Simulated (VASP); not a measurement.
# PbSe (Clausthalite) (Fm-3m) in VASP: notebook, part 3 of 3

VASP 6.6.1. Earlier steps stand in the parts before.

**5. Relaxation of cell and atoms, PBEsol, target pressure 30 GPa, at which the enthalpy is minimised**

Contents of INCAR:

```
SYSTEM = PbSe
PREC     = Accurate       ! precision mode
ENCUT    = 600            ! plane-wave cutoff, eV
EDIFF    = 1E-7           ! SCF threshold, eV
ISMEAR   = -1             ! smearing method
SIGMA    = 0.05           ! smearing width, eV
LREAL    = .False.        ! projectors in reciprocal space
LASPH    = .True.         ! aspherical terms in the spheres
NELM     = 100            ! most SCF steps
ALGO     = Normal         ! electronic algorithm
ISIF     = 3              ! what is computed and relaxed
LWAVE    = .False.        ! write WAVECAR
LCHARG   = .False.        ! write CHGCAR
GGA      = PS             ! functional
IBRION   = 2              ! ionic algorithm
NSW      = 80             ! ionic steps
EDIFFG   = -0.01          ! ionic threshold
PSTRESS  = 300.0
```

Contents of KPOINTS:

```
regular mesh
0
Gamma
  8 8 8
  0 0 0
```

Contents of POSCAR:

```
PbSe
1.0
    0.0000000000      3.0606500000      3.0606500000
    3.0606500000      0.0000000000      3.0606500000
    3.0606500000      3.0606500000      0.0000000000
Pb Se
1 1
Direct
    0.0000000000      0.0000000000      0.0000000000
    0.5000000000      0.5000000000      0.5000000000
```

Potentials or basis: VASP PAW PBE potentials, release 64 (Pb_d, Se).

The run is started by

```console
$ cat potpaw_PBE.64/Pb_d/POTCAR potpaw_PBE.64/Se/POTCAR > POTCAR
$ mpirun -np 1 vasp_std > vasp.out
```

OUTCAR:

```text
SYSTEM = PbSe
   PREC = Accurate
   ENCUT = 600
   EDIFF = 1E-7
   ISMEAR = -1
   LREAL = .False.
   LASPH = .True.
   NELM = 100
   ISIF = 3
   GGA = PS
   IBRION = 2
   NSW = 80
   EDIFFG = -0.01
   PSTRESS = 300.0

 ion  position               nearest neighbor table
   1  0.000  0.000  0.000-   2 3.06   2 3.06   2 3.06   2 3.06   2 3.06   2 3.06
   2  0.500  0.500  0.500-   1 3.06   1 3.06   1 3.06   1 3.06   1 3.06   1 3.06

  LATTYP: Found a face centered cubic cell.
 ALAT       =     6.1213000000

  Lattice vectors:

 A1 = (   0.0000000000,   3.0606500000,   3.0606500000)
 A2 = (   3.0606500000,   0.0000000000,   3.0606500000)
 A3 = (   3.0606500000,   3.0606500000,   0.0000000000)

Analysis of symmetry for initial positions (statically):
=====================================================================
 Subroutine PRICEL returns:
 Original cell was already a primitive cell.

 Routine SETGRP: Setting up the symmetry group for a
 face centered cubic supercell.

 Subroutine GETGRP returns: Found 48 space group operations
 (whereof 48 operations were pure point group operations)
 out of a pool of 48 trial point group operations.

The static configuration has the point symmetry O_h .

Analysis of symmetry for dynamics (positions and initial velocities):
=====================================================================
 Subroutine PRICEL returns:
 Original cell was already a primitive cell.

 Routine SETGRP: Setting up the symmetry group for a
 face centered cubic supercell.

 Subroutine GETGRP returns: Found 48 space group operations
 (whereof 48 operations were pure point group operations)
 out of a pool of 48 trial point group operations.

The dynamic configuration has the point symmetry O_h .

 Subroutine INISYM returns: Found 48 space group operations
 (whereof 48 operations are pure point group operations),
 and found     1 'primitive' translations

----------------------------------------------------------------------------------------

                                     Primitive cell

  volume of cell :      57.3418
[... 89 lines left out ...]
   EDIFF  = 0.1E-06   stopping-criterion for ELM
   LREAL  =      F    real-space projection
   EDIFFG = -.1E-01   stopping-criterion for IOM
   NSW    =     80    number of steps for IOM
   IBRION =      2    ionic relax: 0-MD 1-quasi-New 2-CG
   NFREE  =      1    steps in history (QN), initial steepest desc. (CG)
   ISIF   =      3    stress and relaxation
   ISYM   =      2    0-nonsym 1-usesym 2-fastsym
   POTIM  = 0.5000    time-step for ionic-motion
   TEBEG  =    0.0;   TEEND  =   0.0 temperature during run
   PSTRESS=  300.0 pullay stress
   NELECT =      20.0000    total number of electrons
   NUPDOWN=      -1.0000    fix difference up-down
   EMIN   =  10.00;   EMAX   =-10.00  energy-range for DOS
   EFERMI =   0.00;   METHOD = LEGACY
   ISMEAR =    -1;   SIGMA  =   0.05  broadening in eV -4-tet -1-fermi 0-gaus
   EFERMI_NEDOS =   21; number of points for ismear=-14 and -15
   IALGO  =     38    algorithm
   IMIX   =      4    mixing-type and parameters
     AMIX     =   0.40;   BMIX     =  1.00
     AMIX_MAG =   1.60;   BMIX_MAG =  1.00
  volume/ion in A,a.u.               =      28.67       193.48
  Fermi-wavevector in a.u.,A,eV,Ry     =   1.152377  2.177676 18.068159  1.327972
  Thomas-Fermi vector in A             =   2.289028
   LORBIT       =      0    0 simple, 1 ext, 2 COOP (PROOUT), +10 PAW based schemes
   GGA     = PS    functional components
   LHFCALC =     F    Hartree Fock is set to
   AEXX    =    0.0000 exact exchange contribution
   IVDW    =     0    specifies the selected vdW correction
   LEPSILON=     F    determine dielectric tensor
   LRPA    =     F    only Hartree local field effects (RPA)
 conjugate gradient relaxation of ions
 non-spin polarized calculation
  energy-cutoff  :      600.00
  volume of cell :       57.34
 maximum number of plane-waves:      1930
   NGX = 17   NGY = 17   NGZ = 17

--------------------------------------- Ionic step        1  -------------------------------------------

 number of electron      20.0000001 magnetization

 Free energy of the ion-electron system (eV)
  ---------------------------------------------------
  ext. energy  EPLUGINS =         0.00000000
  ---------------------------------------------------
  free energy    TOTEN  =        -8.91729853 eV

  energy without entropy =       -8.91673715  energy(sigma->0) =       -8.91701784

 E-fermi :   5.0106     XC(G=0):  -9.7195

 val. band max:        4.9089701830   @ k =   0.5000   0.0000   0.0000
 cond. band min:       5.1122393647   @ k =   0.5000   0.0000   0.0000
 fundamental gap:      0.2032691818
 Fermi energy:         5.0106352644
[... 934 lines left out ...]
  energy  without entropy=       -8.2574552885  energy(sigma->0) =       -8.25746440

  enthalpy is  TOTEN    =         0.1087921046 eV   P V=        8.3662656169

[... ionic steps 4 to 13 ...]

--------------------------------------- Ionic step       14  -------------------------------------------

 number of electron      20.0000000 magnetization

------------------------ aborting loop because EDIFF is reached ----------------------------------------
[... 71 lines left out ...]
--------------------------------------- Ionic step       16  -------------------------------------------

 number of electron      20.0000000 magnetization

 Free energy of the ion-electron system (eV)
  ---------------------------------------------------
  ext. energy  EPLUGINS =         0.00000000
  ---------------------------------------------------
  free energy    TOTEN  =        -7.88353037 eV

  energy without entropy =       -7.88347667  energy(sigma->0) =       -7.88350352

 E-fermi :   9.2971     XC(G=0): -11.1844

 val. band max:        8.9317131901   @ k =  -0.2500   0.1250   0.0000
 cond. band min:       9.6713179197   @ k =  -0.3750   0.1250   0.0000
 fundamental gap:      0.7396047297
 Fermi energy:         9.2971217083
[... 441 lines left out ...]
  energy  without entropy=       -7.8834766743  energy(sigma->0) =       -7.88350352

  enthalpy is  TOTEN    =         0.0462588949 eV   P V=        7.9297892602

 reached required accuracy - stopping structural energy minimisation
```

OSZICAR:

```text
N       E                     dE             d eps       ncg     rms          rms(c)
DAV:   1     0.164976412839E+03    0.16498E+03   -0.10591E+04   812   0.163E+03
DAV:   2     0.455630052033E+01   -0.16042E+03   -0.15719E+03   854   0.371E+02
DAV:   3    -0.886865499714E+01   -0.13425E+02   -0.13369E+02  1076   0.110E+02
DAV:   4    -0.917293315908E+01   -0.30428E+00   -0.30404E+00   884   0.192E+01
[... 138 lines left out ...]
DAV:   2    -0.788354142264E+01    0.72102E-04   -0.14936E-04   998   0.289E-01    0.186E-02
DAV:   3    -0.788352938736E+01    0.12035E-04   -0.52218E-05  1010   0.154E-01    0.257E-03
DAV:   4    -0.788352992417E+01   -0.53681E-06   -0.14159E-06   860   0.152E-02    0.115E-03
DAV:   5    -0.788353030319E+01   -0.37903E-06   -0.11804E-07   598   0.599E-03    0.412E-04
DAV:   6    -0.788353036528E+01   -0.62088E-07   -0.39617E-08   406   0.263E-03
  16 F= 0.46258895E-01 E0= 0.46285740E-01  d E =-.391633E-03
```

It took 2.2 min on 1 thread of AMD EPYC 9R45 (Zen 5), shared host; peak memory 0.21 GiB.

Results:

- Free energy: -7.8835 eV
- Relaxed volume: 21.17 Å³/atom
- Relaxed cell: a = 3.913 Å, b = 3.913 Å, c = 3.913 Å, α = 60.00°, β = 60.00°, γ = 60.00°
- Space group after relaxing (to 0.05 Å): Fm-3m (No. 225)
- Energy change on relaxing (the enthalpy is what falls): +516.9 meV/atom
- Ionic steps: 16
- Pressure after relaxing: 30.0 GPa
- Band gap on the k mesh: 0.74 eV, indirect (least direct gap 0.83 eV)

The path:
```csv
step,energy change (eV),largest force (eV/Å),pressure (GPa),volume (Å³)
1,0.0000,0.0000,-0.47,57.34
2,16.4129,0.0000,353.95,22.95
3,0.6598,0.0000,21.75,44.68
4,0.8451,0.0000,25.91,43.43
5,1.0397,0.0000,30.13,42.32
6,0.9896,0.0000,29.05,42.59
7,0.9924,0.0000,29.11,42.57
8,1.0009,0.0000,29.30,42.53
9,1.0011,0.0000,29.29,42.53
10,1.0015,0.0000,29.31,42.52
11,1.0024,0.0000,29.32,42.52
12,1.0041,0.0000,29.36,42.51
13,1.0075,0.0000,29.44,42.49
14,1.0144,0.0000,29.59,42.45
15,1.0284,0.0000,29.88,42.38
16,1.0338,0.0000,30.00,42.35
```

Final structure:
```cif
data_structure
_symmetry_space_group_name_H-M 'P 1'
_symmetry_Int_Tables_number 1
_cell_length_a 3.9125
_cell_length_b 3.9125
_cell_length_c 3.9125
_cell_angle_alpha 60.000
_cell_angle_beta 60.000
_cell_angle_gamma 60.000
_cell_volume 42.35
loop_
_atom_site_label
_atom_site_type_symbol
_atom_site_fract_x
_atom_site_fract_y
_atom_site_fract_z
_atom_site_occupancy
Pb1 Pb 0.00000 0.00000 0.00000 1
Se1 Se 0.50000 0.50000 0.50000 1
```

Caveat: the cell is relaxed towards a set pressure, so the enthalpy falls and the energy may rise; the volume moved by over 15 % at a fixed basis, so the end points are rough; the PAW data sets were made with another functional, which shifts forces and pressure a little; spin-orbit coupling is left out, which moves the levels of the heavy elements. A k mesh can miss the band edges.

**6. Single point, LDA (volume scaled by 0.94)**

Contents of INCAR:

```
ALGO = Normal
EDIFF = 1E-6
ENCUT = 520
ISIF = 2
ISMEAR = -1
LASPH = True
LCHARG = True
LELF = True
LREAL = False
LVHAR = True
LWAVE = False
NBANDS = 17
NELM = 80
PREC = Accurate
SIGMA = 0.05
```

Contents of KPOINTS:

```
k-points
0
Gamma
  8 8 8
```

Contents of POSCAR:

```
PbSe
1.0
    0.0000000000      2.9981702236      2.9981702236
    2.9981702236      0.0000000000      2.9981702236
    2.9981702236      2.9981702236      0.0000000000
Pb Se
1 1
Direct
    0.0000000000      0.0000000000      0.0000000000
    0.5000000000      0.5000000000      0.5000000000
```

Potentials or basis: VASP PAW LDA potentials, release 64 (Pb_d, Se).

The run is started by

```console
$ cat potpaw_LDA.64/Pb_d/POTCAR potpaw_LDA.64/Se/POTCAR > POTCAR
$ mpirun -np 1 vasp_std > vasp.out
```

OUTCAR:

```text
EDIFF = 1E-6
   ENCUT = 520
   ISIF = 2
   ISMEAR = -1
   LASPH = True
   LREAL = False
   NELM = 80
   PREC = Accurate

 ion  position               nearest neighbor table
   1  0.000  0.000  0.000-   2 3.00   2 3.00   2 3.00   2 3.00   2 3.00   2 3.00
   2  0.500  0.500  0.500-   1 3.00   1 3.00   1 3.00   1 3.00   1 3.00   1 3.00

  LATTYP: Found a face centered cubic cell.
 ALAT       =     5.9963404472

  Lattice vectors:

 A1 = (   0.0000000000,   2.9981702236,   2.9981702236)
 A2 = (   2.9981702236,   0.0000000000,   2.9981702236)
 A3 = (   2.9981702236,   2.9981702236,   0.0000000000)

Analysis of symmetry for initial positions (statically):
=====================================================================
 Subroutine PRICEL returns:
 Original cell was already a primitive cell.

 Routine SETGRP: Setting up the symmetry group for a
 face centered cubic supercell.

 Subroutine GETGRP returns: Found 48 space group operations
 (whereof 48 operations were pure point group operations)
 out of a pool of 48 trial point group operations.

The static configuration has the point symmetry O_h .

Analysis of symmetry for dynamics (positions and initial velocities):
=====================================================================
[... 161 lines left out ...]
 fundamental gap:      0.0557582200
 Fermi energy:         5.7437973507

 k-point     1 :       0.0000    0.0000    0.0000
  band No.  band energies     occupation
      1     -11.1941      2.00000
      2     -11.1941      2.00000
      3     -11.1884      2.00000
      4     -11.1884      2.00000
      5     -11.1884      2.00000
      6      -8.4539      2.00000
[... 457 lines left out ...]
      4     -11.1622      2.00000
      5     -11.1422      2.00000
      6      -6.9795      2.00000
[... 9 lines left out ...]
     16      16.5570      0.00000
     17      16.6434      0.00000

 [... further k-points ...]

------------------------ aborting loop because EDIFF is reached ----------------------------------------

  FORCE on cell =-STRESS in cart. coord.  units (eV):
  Direction    XX          YY          ZZ          XY          YZ          ZX
  --------------------------------------------------------------------------------------
  -------------------------------------------------------------------------------------
  Total        0.4710215      0.4710215      0.4710215     -0.0000000      0.0000000      0.0000000
  in kB       14.0007867     14.0007867     14.0007867     -0.0000000      0.0000000      0.0000000
  external PRESSURE =      14.0007867 kB  Pullay stress =       0.0000000 kB

 VOLUME and BASIS-vectors are now :
 -----------------------------------------------------------------------------
  energy-cutoff  :      520.00
  volume of cell :       53.90
      direct lattice vectors                 reciprocal lattice vectors
     0.000000000  2.998170224  2.998170224    -0.166768383  0.166768383  0.166768383
     2.998170224  0.000000000  2.998170224     0.166768383 -0.166768383  0.166768383
     2.998170224  2.998170224  0.000000000     0.166768383  0.166768383 -0.166768383

 POSITION                                       TOTAL-FORCE (eV/Angst)
 -----------------------------------------------------------------------------------
      0.00000      0.00000      0.00000         0.000000     -0.000000      0.000000
      2.99817      2.99817      2.99817         0.000000      0.000000     -0.000000
 -----------------------------------------------------------------------------------
    total drift:                                0.000000     -0.000000     -0.000000

  FREE ENERGIE OF THE ION-ELECTRON SYSTEM (eV)
  ---------------------------------------------------
  free  energy   TOTEN  =        -9.4531852015 eV

  energy  without entropy=       -9.4521583447  energy(sigma->0) =       -9.45267177
```

stdout:

```text
POSCAR found type information on POSCAR PbSe
 POSCAR found :  2 types and       2 ions
 scaLAPACK will be used
 LDA part: xc-table for (Slater(with rela. corr.)+CA(PZ))
 , standard interpolation
 POSCAR, INCAR and KPOINTS ok, starting setup
 FFT: planning ... GRIDC
 FFT: planning ... GRID_SOFT
 FFT: planning ... GRID
 WAVECAR not read
 entering main loop
```

Wall time 14 s (1 thread of Intel Xeon 6975P-C, shared host); peak memory 0.16 GiB.

Results:

| Property | Result |
| --- | --- |
| Free energy | -9.4532 eV |
| Pressure | 1.4 GPa |
| Band gap on the k mesh | 0.06 eV, direct |

Levels at points of the mesh, in eV from the valence-band top:
```
           k point  band 8  band 9  band 10  band 11  band 12  band 13
(0.00, 0.00, 0.00)   -2.17   -2.17    -2.17     4.73     4.73     4.73
(0.50, 0.00, 0.00)   -1.69   -1.69     0.00     0.06     1.46     1.46
(0.50, 0.50, 0.00)   -5.56   -3.65    -3.65     3.34     5.74     5.74
```

Caveat: the cell differs from its parent crystal (volume scaled by 0.94); spin-orbit coupling is left out, which moves the levels of the heavy elements. A k mesh can miss the band edges.

**7. The runs side by side**

```csv
task,level,potentials or basis,cell,cutoff (eV),gap on the mesh (eV),pressure (GPa)
relaxation of cell and atoms,PBEsol,"VASP PAW PBE potentials, release 64 (Pb_d, Se)","relaxed to 5 GPa from a = 4.328 Å, angles 60.0°, 2 atoms",600,0.13,5.0
relaxation of cell and atoms,PBEsol,"VASP PAW PBE potentials, release 64 (Pb_d, Se)","relaxed to 10 GPa from a = 4.328 Å, angles 60.0°, 2 atoms",600,0.40,10.0
relaxation of cell and atoms,PBEsol,"VASP PAW PBE potentials, release 64 (Pb_d, Se)","relaxed to 20 GPa from a = 4.328 Å, angles 60.0°, 2 atoms",600,0.80,20.0
relaxation of cell and atoms,PBEsol,"VASP PAW PBE potentials, release 64 (Pb_d, Se)","relaxed to 30 GPa from a = 4.328 Å, angles 60.0°, 2 atoms",600,0.74,30.0
single point,LDA,"VASP PAW LDA potentials, release 64 (Pb_d, Se)","a = 4.240 Å, angles 60.0°, 2 atoms",520,0.06,1.4
```

Alike in all rows: no spin polarisation; k mesh 8 × 8 × 8; smearing fermi-dirac 0.05 eV.

Caveats: spin-orbit coupling is left out, which moves the levels of the heavy elements; the cell is relaxed towards a set pressure, so the enthalpy falls and the energy may rise (some runs); the PAW data sets were made with another functional, which shifts forces and pressure a little (some runs); the volume moved by over 15 % at a fixed basis, so the end points are rough (some runs).

Absolute energies hang on the potentials; compare differences alone.
